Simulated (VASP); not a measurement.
Set up this calculation in VASP 6.6.1, as the native input.

* Task: single point
* Functional: LDA
* Potentials or basis: VASP PAW LDA potentials, release 64 (Ni)
* Cutoff: 520 eV
* k mesh: 11 × 7 × 9
* Occupations: fermi-dirac, width 0.05 eV
* Spin: collinear spin, ferromagnetic start
* Starting moments: [2.0, 2.0] μB
* Dipole correction: no
* Further INCAR settings: ALGO = Normal; EDIFF = 1e-06; NBANDS = 21; ISYM = 0

The structure of Ni lies in POSCAR:

```
Ni
1.0
    0.0000000000     -1.7935000000     -1.7935000000
   -3.5870000000     -1.7935000000     -1.7935000000
    0.0000000000      1.7935000000     -1.7935000000
Ni
2
Direct
    0.0000000000      0.0000000000      0.0000000000
    0.0000000000      0.5000000000      0.5000000000
```

One way to write it, as run:

INCAR

```
  ALGO = Normal
  EDIFF = 1E-6
  ENCUT = 520
  ISIF = 2
  ISMEAR = -1
  ISPIN = 2
  ISYM = 0
  LASPH = T
  LCHARG = T
  LELF = T
  LMAXMIX = 4
  LORBIT = 11
  LREAL = F
  LVHAR = T
  LWAVE = F
  MAGMOM = 2 2
  NBANDS = 21
  NELM = 150
  PREC = Accurate
  SIGMA = 0.05
```

KPOINTS

```
k-points
0
Gamma
  11 7 9
```

Potentials or basis: VASP PAW LDA potentials, release 64 (Ni).

Launch:

```sh
$ cat potpaw_LDA.64/Ni/POTCAR > POTCAR
$ mpirun -np 1 vasp_std > vasp.out
```

It gave:

```json
{
 "Pressure": "-25.2 GPa",
 "Net moment": "1.19 μB per cell",
 "Site moments": "Ni +0.60 μB",
 "Valence electrons inside the program's atomic spheres": "Ni 9.22"
}
```

Caveat: the cell stands under tension.

It took 3.1 min on 1 thread of Intel(R) Xeon(R) 6975P-C (Granite Rapids), on a shared host, peak memory 0.31 GiB.
